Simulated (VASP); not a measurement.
Zr: relaxation of cell and atoms with PBE

Zr:

```xyz
1
Lattice="-1.8019 1.8019 1.8019 1.8019 -1.8019 1.8019 1.8019 1.8019 -1.8019" Properties=species:S:1:pos:R:3 pbc="T T T"
Zr    0.0000    0.0000    0.0000
```

* Program: VASP 6.6.1
* Task: relaxation of cell and atoms
* Functional: PBE
* Potentials or basis: VASP PAW PBE potentials, release 64 (Zr_sv)
* Cutoff: 600 eV
* k mesh: 16 × 16 × 16
* Occupations: fermi-dirac, width 0.05 eV
* Spin: no spin polarisation
* Dipole correction: no
* Further INCAR settings: ALGO = Normal; EDIFF = 1e-06; IBRION = 2; EDIFFG = -0.005; NSW = 60; ISIF = 3

```json
{
 "Relaxed volume": "22.86 Å³/atom",
 "Relaxed cell": "a = 3.097 Å, b = 3.097 Å, c = 3.097 Å, α = 109.47°, β = 109.47°, γ = 109.47°",
 "Space group after relaxing (to 0.05 Å)": "Im-3m (No. 229)",
 "Energy gained by relaxing": "3.5 meV/atom",
 "Ionic steps": "3",
 "Pressure after relaxing": "0.0 GPa",
 "Band gap on the k mesh": "zero (band 6 reaches 10.05 eV, above the bottom of band 7 at 8.17 eV)"
}
```

The path:
```tsv
step	energy change (eV)	largest force (eV/Å)	pressure (GPa)	volume (Å³)
1	0.0000	0.0000	-2.00	23.40
2	-0.0012	0.0000	1.73	22.43
3	-0.0035	0.0000	0.01	22.86
```

Final structure:
```xyz
1
Lattice="-1.7878 1.7878 1.7878 1.7878 -1.7878 1.7878 1.7878 1.7878 -1.7878" Properties=species:S:1:pos:R:3 pbc="T T T"
Zr    0.0000    0.0000    0.0000
```

Levels at points of the mesh, in eV from the Fermi level:
| k point | band 4 | band 5 | band 6 | band 7 | band 8 | band 9 |
| --- | --- | --- | --- | --- | --- | --- |
| (0.00, 0.00, 0.00) | -25.94 | -5.39 | 1.14 | 1.14 | 1.14 | 3.66 |
| (0.50, 0.00, 0.00) | -25.95 | -2.82 | -0.69 | 1.67 | 3.66 | 4.34 |
| (0.50, 0.50, 0.50) | -26.64 | -2.60 | -2.60 | 5.76 | 5.76 | 5.76 |

It took 2.4 min on 1 thread of AMD EPYC 7R43 64-Core Processor (Zen 3) (shared host), peak memory 0.16 GiB.
